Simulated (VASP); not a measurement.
BP, 4 atoms in the cell. Symmetry: P6_3/mmc, No. 194, hexagonal system. Conventional cell: a = 3.204 Å, b = 3.204 Å, c = 8.467 Å, α = 90.00°, β = 90.00°, γ = 120.00°. B (site symmetry -6m2) has 3 P at 1.85 Å within 2.5 Å. P (site symmetry -6m2) has 3 B at 1.85 Å within 2.5 Å. 

```yaml
Program: VASP 6.6.1
Task: single point
Functional: PBE
Potentials_or_basis: VASP PAW PBE potentials, release 64 (B, P)
Cutoff: 500 eV
k_mesh: 9 × 9 × 2
Occupations: gaussian, width 0.01 eV
Spin: no spin polarisation
Dipole_correction: no
Further_INCAR_settings: ALGO = Normal; EDIFF = 1e-06; NBANDS = 16
```

Potentials or basis: VASP PAW PBE potentials, release 64 (B, P).

Launch:

```console
$ cat potpaw_PBE.64/B/POTCAR potpaw_PBE.64/P/POTCAR > POTCAR
$ mpirun -np 1 vasp_std > vasp.out
```

Hardware: 1 thread of Intel(R) Xeon(R) 6975P-C (Granite Rapids), with other jobs on the host.

Q: How long does it take, and how much memory?

A: Wall time 9.6 s on 1 thread of Intel(R) Xeon(R) 6975P-C (Granite Rapids), on a shared host, peak memory 0.18 GiB. Counts: scf iterations 14, k points 24.
